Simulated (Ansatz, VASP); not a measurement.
One calculation of Ru, two programs

```
Ru
1.0
     2.70580    0.00000    0.00000
    -1.35290    2.34329    0.00000
     0.00000    0.00000    4.28190
Ru
2
Direct
  0.33333 0.66667 0.25000
  0.66667 0.33333 0.75000
```

Alike in both runs: task relaxation of cell and atoms; functional PBE; k mesh 18 × 18 × 10; occupations gaussian, width 0.1 eV; no spin polarisation.

|  | VASP | Ansatz |
| --- | --- | --- |
| version | VASP 6.6.1 | Ansatz 0.2.0 |
| potentials or method | VASP PAW PBE potentials, release 64 (Ru_pv), cutoff 600 eV | scalar-relativistic, plane waves, PAW |
| valence electrons in the cell | 28 | 32 |

```tsv
	VASP	Ansatz	Ansatz less VASP
gap on the k mesh at the Fermi level, each at its own relaxed structure (eV)	none	none	-
relaxed volume (Å³/atom)	13.76	13.76	+0.005
relaxed length of the cell vector where the two differ most in proportion (Å)	4.296	4.297	+0.0006
```

A gap of «none» marks a metal or a gap that the smearing closes. VASP's potentials hold 28 valence electrons a cell and Ansatz's 32, so a difference there can come from the potentials and not from the codes.
